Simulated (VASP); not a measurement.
AlGa3N4, 8 atoms in the cell. It takes space group P-43m (No. 215, cubic). Conventional cell: a = 4.456 Å, b = 4.456 Å, c = 4.456 Å, α = 90.00°, β = 90.00°, γ = 90.00°. Al (site symmetry -43m) has 4 N at 1.89 Å within 2.5 Å. Within 2.6 Å of Ga (site symmetry -42m) lie 4 N at 1.94 Å. N (site symmetry 3m) has 1 Al at 1.89 Å and 3 Ga at 1.94 Å within 2.5 Å.  This cell differs from its parent crystal: volume scaled by 1.02, then relaxed in part.

```yaml
Program: VASP 6.6.1
Task: single point
Functional: LDA
Potentials_or_basis: VASP PAW LDA potentials, release 64 (Al, Ga_d, N)
Cutoff: 520 eV
k_mesh: 6 × 6 × 6
Occupations: gaussian, width 0.01 eV
Spin: no spin polarisation
Dipole_correction: no
Further_INCAR_settings: ALGO = Normal; EDIFF = 1e-06; NBANDS = 41
```

Potentials or basis: VASP PAW LDA potentials, release 64 (Al, Ga_d, N).

Launch:

```sh
$ cat potpaw_LDA.64/Al/POTCAR potpaw_LDA.64/Ga_d/POTCAR potpaw_LDA.64/N/POTCAR > POTCAR
$ mpirun -np 1 vasp_std > vasp.out
```

Hardware: 1 thread of Intel(R) Xeon(R) 6975P-C (Granite Rapids), with other jobs on the host.

Problem. How long does it take, and how much memory?

Solution. It took 28 s on 1 thread of Intel(R) Xeon(R) 6975P-C (Granite Rapids), with other jobs on the host, peak memory 0.2 GiB. Counts: scf iterations 14, k points 20.
